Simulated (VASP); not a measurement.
Runs of VASP 6.6.1 on CdS. The structure is that of space group P6_3mc (No. 186), or close to it. The cells are those of the table. 

```csv
task,cell,gap on the mesh (eV),pressure (GPa),largest force (eV/Å)
single point,"a = 4.216, b = 4.216, c = 6.881 Å, angles 90.0, 90.0, 120.0°, 4 atoms",1.09,-0.5,0.21
single point,"a = 4.135, b = 4.153, c = 6.749 Å, angles 90.2, 90.6, 120.4°, 4 atoms",1.21,2.9,0.30
electric field gradients,"a = 4.189, b = 4.189, c = 6.838 Å, angles 90.0, 90.0, 120.0°, 4 atoms",1.14,0.5,0.23
electric field gradients,"a = 4.149, b = 4.149, c = 6.771 Å, angles 90.0, 90.0, 120.0°, 4 atoms",1.21,2.2,(a)
single point,"a = 4.135, b = 4.135, c = 6.951 Å, angles 90.0, 90.0, 120.0°, 4 atoms",1.13,(c),0.38
electric field gradients,"a = 4.135, b = 4.117, c = 6.749 Å, angles 89.8, 89.4, 119.6°, 4 atoms",1.21,2.9,0.30
single point,"a = 4.259, b = 4.259, c = 6.749 Å, angles 90.0, 90.0, 120.0°, 4 atoms",1.06,-0.7,0.07
electric field gradients,"a = 4.121, b = 4.121, c = 6.726 Å, angles 90.0, 90.0, 120.0°, 4 atoms",1.25,(b),0.28
```

Alike in all rows: level PBE; potentials or basis VASP PAW PBE potentials, release 64 (Cd, S); no spin polarisation; k mesh 7 × 7 × 4; cutoff (eV) 520; smearing fermi-dirac 0.01 eV.

Question: Fill in the values left out.

Answer: (a) 0.26; (b) 3.6; (c) 1.3.

A k mesh can miss the band edges, and the runs leave out spin-orbit coupling on Cd.
